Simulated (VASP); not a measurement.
Write the native input for VASP 6.6.1 that does the following.

```
Task                   : single point
Functional             : revPBE
Potentials or basis    : VASP PAW PBE potentials, release 64 (Si)
Cutoff                 : 520 eV
k mesh                 : 7 × 7 × 7
Occupations            : fermi-dirac, width 0.1 eV
Spin                   : no spin polarisation
Dipole correction      : no
Further INCAR settings : ALGO = Normal; EDIFF = 1e-06; NBANDS = 26
```

The structure of Si lies in POSCAR:

```
Si
1.0
    4.9309046446      0.0000000000      0.0000000000
    0.0000000000      4.9309046446      0.0000000000
    0.0000000000      0.0000000000      4.9309046446
Si
8
Direct
    1.0000000000      0.0000000000      0.0000000000
    0.5000000000      0.5000000000      0.5000000000
    0.2500000000      0.0000000000      0.5000000000
    0.7500000000      0.0000000000      0.5000000000
    0.5000000000      0.2500000000      1.0000000000
    0.5000000000      0.7500000000      1.0000000000
    0.0000000000      0.5000000000      0.2500000000
    0.0000000000      0.5000000000      0.7500000000
```

These files were run (other wordings do the same):

INCAR

```
SYSTEM = Si
PREC = Accurate
ENCUT = 520
EDIFF = 1E-6
ISMEAR = -1
SIGMA = 0.1
LREAL = .FALSE.
LASPH = .TRUE.
NELM = 100
ALGO = Normal
ISIF = 2
LWAVE = .FALSE.
LCHARG = .TRUE.
GGA = RE
LELF = .TRUE.
LVHAR = .TRUE.
NBANDS = 26
```

KPOINTS

```
regular mesh
0
G
  7 7 7
  0 0 0
```

Potentials or basis: VASP PAW PBE potentials, release 64 (Si).

Command:

```sh
$ cat potpaw_PBE.64/Si/POTCAR > POTCAR
$ mpirun -np 1 vasp_std > vasp.out
```

It gave:

```json
{"Pressure": "-0.2 GPa", "Band gap on the k mesh": "zero (bands 16 and 17 overlap by 2.24 eV)"}
```

Caveat: the PAW data sets were made with another functional, which shifts forces and pressure a little.

It took 78 s on 1 thread of Intel Xeon 8259CL, with other jobs on the host, peak memory 0.24 GiB.
